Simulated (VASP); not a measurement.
# W: single point with PBE

W:

```
CELL_PARAMETERS angstrom
0.00000 4.06000 4.06000
4.06000 0.00000 4.06000
4.06000 4.06000 0.00000
ATOMIC_POSITIONS crystal
W 0.00305 0.99932 0.99352
W 0.99818 0.99824 0.50696
W 0.99745 0.50051 0.00460
W 0.00395 0.49560 0.49950
W 0.50149 0.00378 0.00024
W 0.49973 0.00408 0.49740
W 0.49661 0.50351 0.00093
W 0.50408 0.49396 0.49814
```

* Program: VASP 6.6.1
* Task: single point
* Functional: PBE
* Potentials or basis: VASP PAW PBE potentials, release 64 (W_sv)
* Cutoff: 400 eV
* k mesh: 2 × 2 × 2
* Occupations: fermi-dirac, width 0.1 eV
* Spin: no spin polarisation

The pressure is -4.6 GPa. The largest force is 0.660 eV/Å. The band gap on the k mesh is zero (bands 56 and 57 overlap by 0.64 eV).

Forces in eV/Å, atoms in the order of the input:
```
W    0.457  0.388  0.013
W   -0.636 -0.167 -0.059
W   -0.324 -0.130 -0.073
W    0.552 -0.180  0.158
W    0.056 -0.062 -0.398
W   -0.392  0.346 -0.110
W   -0.138 -0.029  0.306
W    0.425 -0.168  0.162
```

Stress tensor (GPa, compression positive):
```
-5.65 -0.08  0.02
-0.08 -4.13  0.05
 0.02  0.05 -4.16
```

Levels at points of the mesh, in eV from the Fermi level:
```
           k point  band 55  band 56  band 57  band 58  band 59  band 60
(0.00, 0.00, 0.00)     0.54     0.54     0.54     0.54     2.44     2.48
(0.50, 0.00, 0.00)    -0.12    -0.12    -0.09    -0.08     1.37     1.38
(0.00, 0.50, 0.00)    -0.12    -0.11    -0.10    -0.08     1.30     1.33
(0.00, 0.00, 0.50)    -0.12    -0.11    -0.10    -0.07     1.32     1.36
(0.50, 0.50, 0.50)    -0.13    -0.11    -0.09    -0.08     1.32     1.33
(0.50, 0.50, 0.00)    -0.18    -0.06     0.81     0.83     0.85     0.88
(0.00, 0.50, 0.50)    -0.32     0.08     0.81     0.82     0.83     0.84
(0.50, 0.00, 0.50)    -0.18    -0.06     0.80     0.84     0.84     0.87
```

It took 83 s on 1 thread of AMD EPYC 7R13 (shared host), peak memory 0.2 GiB.

Caveat: the k points lie up to 0.67 Å⁻¹ apart, too coarse for converged energies and pressures of a metal; spin-orbit coupling is left out, which moves the levels of the heavy elements.
